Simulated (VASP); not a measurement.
# Bi2Te3 (C2/m) in VASP: single point with PBE

Aim: the single point of Bi2Te3 with PBE.

Everything below comes from runs of VASP 6.6.1. Logs are shortened: lines on timing, memory, paths and dates and some standing lists are left out, and cuts for length are marked.

## Step 1: The cell of the first run

The structure is monoclinic, space group C2/m (No. 12). The conventional cell has a = 7.702 Å, b = 4.447 Å, c = 32.175 Å, α = 90.00°, β = 91.14°, γ = 90.00°. Bi (site symmetry m) has 6 Te at 3.09 to 3.29 Å within 4.1 Å. Within 4.1 Å of Bi (site symmetry m) lie 6 Te at 3.09 to 3.29 Å. Within 4.1 Å of Bi (site symmetry m) lie 6 Te at 3.09 to 3.29 Å. Within 4.6 Å of Te (site symmetry m) lie 6 Bi at 3.29 Å and 12 Te at 4.45 to 4.56 Å. Within 4.6 Å of Te (site symmetry 2/m) lie 6 Bi at 3.29 Å and 12 Te at 4.45 to 4.56 Å. Within 4.1 Å of Te (site symmetry m) lie 3 Bi at 3.09 Å and 3 Te at 4.08 Å. Te (site symmetry m) has 3 Bi at 3.09 Å and 2 Te at 3.93 Å within 4.1 Å. Within 4.1 Å of Te (site symmetry m) lie 3 Bi at 3.09 Å and 3 Te at 4.08 Å.

## Step 2: Single point, PBE

Contents of INCAR:

```
PREC = Accurate ; ENCUT = 520
EDIFF = 1E-6 ; ISMEAR = 0
SIGMA = 0.05 ; LREAL = Auto
LASPH = T ; NELM = 80
ALGO = Normal ; ISIF = 2
LWAVE = F ; LCHARG = T
GGA = PE ; LELF = T
LVHAR = T ; NBANDS = 85
```

Contents of KPOINTS:

```
regular mesh
0
Gamma
  9 9 1
```

Contents of POSCAR:

```
Bi2Te3
1.0
   -4.4465493992      0.0000000000      0.0000000000
   -2.2232746996     -3.8508247389      0.0000000000
   -0.5555963474     -0.3207737007     32.1686732172
Bi Te
6 9
Direct
    0.6196945491      0.6196945491      0.5638909674
    0.9807945491     -0.0192054509      0.2305576341
    0.2585945491      0.2585945491      0.8972243008
    0.6025693409      0.6025693409      0.7694756992
    0.9636693409     -0.0363306591      0.4361423659
    0.3247693409      0.3247693409      0.1028090326
    0.6527819450      0.6527819450      0.1666833333
   -0.0694180550     -0.0694180550      0.8333500000
    0.2916819450      0.2916819450      0.5000166667
    0.6347863694      0.6347863694      0.3827166538
    0.9958863694      0.9958863694      0.0493833205
    0.2736863694      0.2736863694      0.7160499872
    0.5874775206      0.5874775206      0.9506500128
    0.9485775206     -0.0514224794      0.6173166795
    0.3096775206      0.3096775206      0.2839833462
```

Potentials or basis: VASP PAW PBE potentials, release 64 (Bi_d, Te).

Command:

```console
$ cat potpaw_PBE.64/Bi_d/POTCAR potpaw_PBE.64/Te/POTCAR > POTCAR
$ mpirun -np 1 vasp_std > vasp.out
```

OUTCAR:

```text
PREC = Accurate
   ENCUT = 520
   EDIFF = 1E-6
   ISMEAR = 0
   LREAL = Auto
   LASPH = T
   NELM = 80
   ISIF = 2
   GGA = PE

 ion  position               nearest neighbor table
   1  0.620  0.620  0.564-  14 3.09  14 3.09  14 3.09   9 3.29   9 3.29   9 3.29
   2  0.981  0.981  0.231-  15 3.09  15 3.09  15 3.09   7 3.29   7 3.29   7 3.29
   3  0.259  0.259  0.897-  13 3.09  13 3.09  13 3.09   8 3.29   8 3.29   8 3.29
   4  0.603  0.603  0.769-  12 3.09  12 3.09  12 3.09   8 3.29   8 3.29   8 3.29
   5  0.964  0.964  0.436-  10 3.09  10 3.09  10 3.09   9 3.29   9 3.29   9 3.29
   6  0.325  0.325  0.103-  11 3.09  11 3.09  11 3.09   7 3.29   7 3.29   7 3.29
   7  0.653  0.653  0.167-   6 3.29   6 3.29   6 3.29   2 3.29   2 3.29   2 3.29
   8  0.931  0.931  0.833-   3 3.29   4 3.29   3 3.29   4 3.29   3 3.29   4 3.29
   9  0.292  0.292  0.500-   1 3.29   1 3.29   1 3.29   5 3.29   5 3.29   5 3.29
  10  0.635  0.635  0.383-   5 3.09   5 3.09   5 3.09
  11  0.996  0.996  0.049-   6 3.09   6 3.09   6 3.09
  12  0.274  0.274  0.716-   4 3.09   4 3.09   4 3.09
  13  0.587  0.587  0.951-   3 3.09   3 3.09   3 3.09
  14  0.949  0.949  0.617-   1 3.09   1 3.09   1 3.09
  15  0.310  0.310  0.284-   2 3.09   2 3.09   2 3.09

  LATTYP: Found a base centered monoclinic cell.
 ALAT       =     7.7016494778
 B/A-ratio  =     0.5773502692
 C/A-ratio  =     4.1776855645
 COS(beta)  =    -0.0199392699

  Lattice vectors:

 A1 = (   4.4465493992,   0.0000000000,   0.0000000000)
 A2 = (   2.2232746996,   3.8508247389,   0.0000000000)
 A3 = (  -0.5555963474,  -0.3207737007,  32.1686732172)

Analysis of symmetry for initial positions (statically):
=====================================================================
 Subroutine PRICEL returns:
 Original cell was already a primitive cell.

 Routine SETGRP: Setting up the symmetry group for a
 base centered monoclinic supercell.

 Subroutine GETGRP returns: Found  4 space group operations
 (whereof  2 operations were pure point group operations)
 out of a pool of  4 trial point group operations.

The static configuration has the point symmetry C_1h.
 The point group associated with its full space group is C_2h.

Analysis of symmetry for dynamics (positions and initial velocities):
=====================================================================
 Subroutine PRICEL returns:
 Original cell was already a primitive cell.

 Routine SETGRP: Setting up the symmetry group for a
 base centered monoclinic supercell.

 Subroutine GETGRP returns: Found  4 space group operations
 (whereof  2 operations were pure point group operations)
 out of a pool of  4 trial point group operations.

The dynamic configuration has the point symmetry C_1h.
 The point group associated with its full space group is C_2h.

 Subroutine INISYM returns: Found  4 space group operations
 (whereof  2 operations are pure point group operations),
 and found     1 'primitive' translations

----------------------------------------------------------------------------------------

                                     Primitive cell

  volume of cell :     550.8204

  direct lattice vectors                    reciprocal lattice vectors
    -4.446549399  0.000000000  0.000000000    -0.224893487  0.129842315 -0.002589476
    -2.223274700 -3.850824739  0.000000000     0.000000000 -0.259684631 -0.002589476
    -0.555596347 -0.320773701 32.168673217     0.000000000  0.000000000  0.031086144

  length of vectors
     4.446549399  4.446549399 32.175069846     0.259697541  0.259697541  0.031086144

  position of ions in fractional coordinates (direct lattice)
     0.619694549  0.619694549  0.563890967
     0.980794549  0.980794549  0.230557634
     0.258594549  0.258594549  0.897224301
     0.602569341  0.602569341  0.769475699
     0.963669341  0.963669341  0.436142366
     0.324769341  0.324769341  0.102809033
     0.652781945  0.652781945  0.166683333
     0.930581945  0.930581945  0.833350000
     0.291681945  0.291681945  0.500016667
     0.634786369  0.634786369  0.382716654
     0.995886369  0.995886369  0.049383320
     0.273686369  0.273686369  0.716049987
     0.587477521  0.587477521  0.950650013
     0.948577521  0.948577521  0.617316680
     0.309677521  0.309677521  0.283983346

  ion indices of the primitive-cell ions
   primitive index   ion index
                 1           1
                 2           2
                 3           3
                 4           4
                 5           5
                 6           6
                 7           7
                 8           8
                 9           9
                10          10
                11          11
                12          12
                13          13
                14          14
                15          15

----------------------------------------------------------------------------------------

 KPOINTS: regular mesh

Automatic generation of k-mesh.
 Grid dimensions read from file:
 generate k-points for:    9    9    1

 Generating k-lattice:

  Cartesian coordinates                     Fractional coordinates (reciprocal lattice)
    -0.024988165  0.014426924 -0.000287720     0.111111111  0.000000000  0.000000000
     0.000000000 -0.028853848 -0.000287720     0.000000000  0.111111111  0.000000000
     0.000000000  0.000000000  0.031086144     0.000000000  0.000000000  1.000000000

  Length of vectors
     0.028855282  0.028855282  0.031086144

  Shift w.r.t. Gamma in fractional coordinates (k-lattice)
     0.000000000  0.000000000  0.000000000

 Subroutine IBZKPT returns following result:
 ===========================================

 Found     25 irreducible k-points:

 Following reciprocal coordinates:
            Coordinates               Weight
  0.000000  0.000000  0.000000      1.000000
  0.111111 -0.000000 -0.000000      4.000000
  0.222222 -0.000000 -0.000000      4.000000
  0.333333 -0.000000 -0.000000      4.000000
  0.444444 -0.000000 -0.000000      4.000000
  0.111111  0.111111  0.000000      2.000000
[... 16 lines left out ...]
 -0.333333  0.333333  0.000000      2.000000
  0.444444  0.444444 -0.000000      2.000000
   k-points           NKPTS =     25   k-points in BZ     NKDIM =     25   number of bands    NBANDS=     85
   number of dos      NEDOS =    301   number of ions     NIONS =     15
   total plane-waves  NPLWV = 311040
   dimension x,y,z NGX =    36 NGY =   36 NGZ =  240
   dimension x,y,z NGXF=    72 NGYF=   72 NGZF=  480
   ions per type =               6   9
   NGX,Y,Z   is equivalent  to a cutoff of  13.46, 13.46, 12.40 a.u.
   NGXF,Y,Z  is equivalent  to a cutoff of  26.92, 26.92, 24.80 a.u.
 SYSTEM =  unknown system
   PREC   = accura    normal or accurate (medium, high low for compatibility)
   ISTART =      0    job   : 0-new  1-cont  2-samecut
   ICHARG =      2    charge: 1-file 2-atom 10-const
   ISPIN  =      1    spin polarized calculation?
   LNONCOLLINEAR =      F non collinear calculations
   LSORBIT =      F    spin-orbit coupling
   LASPH  =      T    aspherical Exc in radial PAW
   ENCUT  =  520.0 eV  38.22 Ry    6.18 a.u.   8.27  8.27 59.82*2*pi/ulx,y,z
   NELM   =     80;   NELMIN=  2; NELMDL= -5     # of ELM steps
   EDIFF  = 0.1E-05   stopping-criterion for ELM
   LREAL  =      T    real-space projection
   EDIFFG = 0.1E-04   stopping-criterion for IOM
   NSW    =      0    number of steps for IOM
   IBRION =     -1    ionic relax: 0-MD 1-quasi-New 2-CG
   NFREE  =      0    steps in history (QN), initial steepest desc. (CG)
   ISIF   =      2    stress and relaxation
   ISYM   =      2    0-nonsym 1-usesym 2-fastsym
   POTIM  = 0.5000    time-step for ionic-motion
   TEBEG  =    0.0;   TEEND  =   0.0 temperature during run
   PSTRESS=    0.0 pullay stress
   NELECT =     144.0000    total number of electrons
   NUPDOWN=      -1.0000    fix difference up-down
   EMIN   =  10.00;   EMAX   =-10.00  energy-range for DOS
   EFERMI =   0.00;   METHOD = LEGACY
   ISMEAR =     0;   SIGMA  =   0.05  broadening in eV -4-tet -1-fermi 0-gaus
   EFERMI_NEDOS =   21; number of points for ismear=-14 and -15
   IALGO  =     38    algorithm
   IMIX   =      4    mixing-type and parameters
     AMIX     =   0.40;   BMIX     =  1.00
     AMIX_MAG =   1.60;   BMIX_MAG =  1.00
  volume/ion in A,a.u.               =      36.72       247.81
  Fermi-wavevector in a.u.,A,eV,Ry     =   1.046789  1.978144 14.908807  1.095766
  Thomas-Fermi vector in A             =   2.181642
   LORBIT       =      0    0 simple, 1 ext, 2 COOP (PROOUT), +10 PAW based schemes
   GGA     = PE    functional components
   LHFCALC =     F    Hartree Fock is set to
   AEXX    =    0.0000 exact exchange contribution
   IVDW    =     0    specifies the selected vdW correction
   LEPSILON=     F    determine dielectric tensor
   LRPA    =     F    only Hartree local field effects (RPA)
 non-spin polarized calculation
 Gauss-broadening in eV      SIGMA  =   0.05
  energy-cutoff  :      520.00
  volume of cell :      550.82
 maximum number of plane-waves:     14863
 NGX is ok and might be reduce to    36
   NGX = 17   NGY = 17   NGZ =119

 number of electron     143.9999980 magnetization

 Free energy of the ion-electron system (eV)
  ---------------------------------------------------
  ext. energy  EPLUGINS =         0.00000000
  ---------------------------------------------------
  free energy    TOTEN  =       -55.21137956 eV

  energy without entropy =      -55.21137956  energy(sigma->0) =      -55.21137956

 E-fermi :   5.2513     XC(G=0):  -8.9150

 val. band max:        5.0078004365   @ k =   0.0000   0.0000   0.0000
 cond. band min:       5.5373271573   @ k =   0.0000   0.0000   0.0000
 fundamental gap:      0.5295267208
 Fermi energy:         5.2512510353

 k-point     1 :       0.0000    0.0000    0.0000
  band No.  band energies     occupation
      1     -17.9178      2.00000
      2     -17.9178      2.00000
      3     -17.9160      2.00000
      4     -17.9159      2.00000
      5     -17.9154      2.00000
      6     -17.9154      2.00000
[... 76 lines left out ...]
     83       6.9792      0.00000
     84       7.0687      0.00000

 k-point     2 :       0.1111   -0.0000   -0.0000
  band No.  band energies     occupation
      1     -17.9176      2.00000
      2     -17.9176      2.00000
      3     -17.9167      2.00000
      4     -17.9159      2.00000
      5     -17.9159      2.00000
      6     -17.9154      2.00000
[... 1903 lines left out ...]
     83       8.6386      0.00000
     84       8.6886      0.00000

 k-point    24 :       0.4444    0.4444   -0.0000
  band No.  band energies     occupation
      1     -17.9260      2.00000
      2     -17.9260      2.00000
      3     -17.9240      2.00000
      4     -17.9228      2.00000
      5     -17.9228      2.00000
      6     -17.9220      2.00000
[... 76 lines left out ...]
     83       7.9617      0.00000
     84       8.0437      0.00000

 [... further k-points ...]

 [bands above 84 left out]

------------------------ aborting loop because EDIFF is reached ----------------------------------------

  FORCE on cell =-STRESS in cart. coord.  units (eV):
  Direction    XX          YY          ZZ          XY          YZ          ZX
  --------------------------------------------------------------------------------------
  -------------------------------------------------------------------------------------
  Total       -0.0604582      0.0407124      0.0708997     -0.0876163      0.0738279      0.1278739
  in kB       -0.1758555      0.1184205      0.2062266     -0.2548505      0.2147441      0.3719482
  external PRESSURE =       0.0495972 kB  Pullay stress =       0.0000000 kB

 VOLUME and BASIS-vectors are now :
 -----------------------------------------------------------------------------
  energy-cutoff  :      520.00
  volume of cell :      550.82
      direct lattice vectors                 reciprocal lattice vectors
    -4.446549399  0.000000000  0.000000000    -0.224893487  0.129842315 -0.002589476
    -2.223274700 -3.850824739  0.000000000     0.000000000 -0.259684631 -0.002589476
    -0.555596347 -0.320773701 32.168673217     0.000000000  0.000000000  0.031086144

 POSITION                                       TOTAL-FORCE (eV/Angst)
 -----------------------------------------------------------------------------------
     -4.44655     -2.56722     18.13962        -0.008361     -0.004827     -0.011517
     -6.66982     -3.85082      7.41673        -0.017650     -0.010190     -0.011665
     -2.22327     -1.28361     28.86252         0.017077      0.009860     -0.025908
     -4.44655     -2.56722     24.75301         0.017650      0.010190      0.011665
     -6.66982     -3.85082     14.03012         0.008361      0.004827      0.011517
     -2.22327     -1.28361      3.30723        -0.017077     -0.009860      0.025908
     -4.44655     -2.56722      5.36198         0.017296      0.009986     -0.000933
     -6.66982     -3.85082     26.80776        -0.017296     -0.009986      0.000933
     -2.22327     -1.28361     16.08487        -0.000000     -0.000000      0.000000
     -4.44655     -2.56722     12.31149        -0.000279     -0.000161     -0.009444
     -6.66982     -3.85082      1.58860         0.035267      0.020362      0.013931
     -2.22327     -1.28361     23.03438        -0.007580     -0.004376     -0.010337
     -4.44655     -2.56722     30.58115        -0.035267     -0.020362     -0.013931
     -6.66982     -3.85082     19.85826         0.000279      0.000161      0.009444
     -2.22327     -1.28361      9.13537         0.007580      0.004376      0.010337
 -----------------------------------------------------------------------------------
    total drift:                                0.000001      0.000000     -0.000009

  FREE ENERGIE OF THE ION-ELECTRON SYSTEM (eV)
  ---------------------------------------------------
  free  energy   TOTEN  =       -55.2113795641 eV

  energy  without entropy=      -55.2113795641  energy(sigma->0) =      -55.21137956
```

Run time: 53 min. Hardware: 1 thread of Oxide Virtual Turin-like, shared host; peak memory 1 GiB.

Results:

```yaml
Free_energy: -55.2114 eV
Pressure: 0.0 GPa
Largest_force: 0.043 eV/Å
Band_gap_on_the_k_mesh: 0.53 eV
```

Forces in eV/Å, atoms in the order of the input:
```
Bi  -0.008 -0.005 -0.012
Bi  -0.018 -0.010 -0.012
Bi   0.017  0.010 -0.026
Bi   0.018  0.010  0.012
Bi   0.008  0.005  0.012
Bi  -0.017 -0.010  0.026
Te   0.017  0.010 -0.001
Te  -0.017 -0.010  0.001
Te   0.000  0.000  0.000
Te   0.000  0.000 -0.009
Te   0.035  0.020  0.014
Te  -0.008 -0.004 -0.010
Te  -0.035 -0.020 -0.014
Te   0.000  0.000  0.009
Te   0.008  0.004  0.010
```

Caveat: spin-orbit coupling is left out, which moves the levels of the heavy elements; an odd mesh through Γ misses points on the zone boundary, where band edges can lie; this functional lacks dispersion, which binds the layers, so the pressure and a relaxed spacing across them are unreliable.
